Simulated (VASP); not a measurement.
**MgO: single point with PBE**

MgO:

```
Mg O
1.0
     3.50132    0.00000    0.00000
    -1.75066    3.03224    0.00000
     0.00000    0.00000    4.08219
Mg O
2 2
Direct
  0.66667 0.33333 0.75000
  0.33333 0.66667 0.25000
  0.66667 0.33333 0.25000
  0.33333 0.66667 0.75000
```

This cell differs from its parent crystal: volume 10.835 Å^3 an atom, c/a of the conventional cell 1.1659.

```yaml
Program: VASP 6.6.1
Task: single point
Functional: PBE
Potentials_or_basis: VASP PAW PBE potentials, release 64 (Mg, O)
Cutoff: 520 eV
k_mesh: 9 × 9 × 6
Occupations: gaussian, width 0.05 eV
Spin: no spin polarisation
Dipole_correction: no
Further_INCAR_settings: ALGO = Normal; EDIFF = 1e-06; NBANDS = 16
```

- Pressure: 6.6 GPa
- Band gap on the k mesh: 3.54 eV, direct

Stress tensor (GPa, compression positive):
```
 4.23  0.00  0.00
 0.00  4.23  0.00
 0.00  0.00 11.32
```

Levels at points of the mesh, in eV from the valence-band top:
```
           k point  band 6  band 7  band 8  band 9  band 10  band 11
(0.00, 0.00, 0.00)   -0.75   -0.75    0.00    3.54     9.75    12.50
(0.00, 0.00, 0.50)   -1.28   -1.28   -1.28    6.61     6.61    12.86
```

Wall time 34 s on 1 thread of Intel(R) Xeon(R) Platinum 8259CL CPU @ 2.50GHz (Skylake/Cascade Lake), with other jobs on the host, peak memory 0.17 GiB.
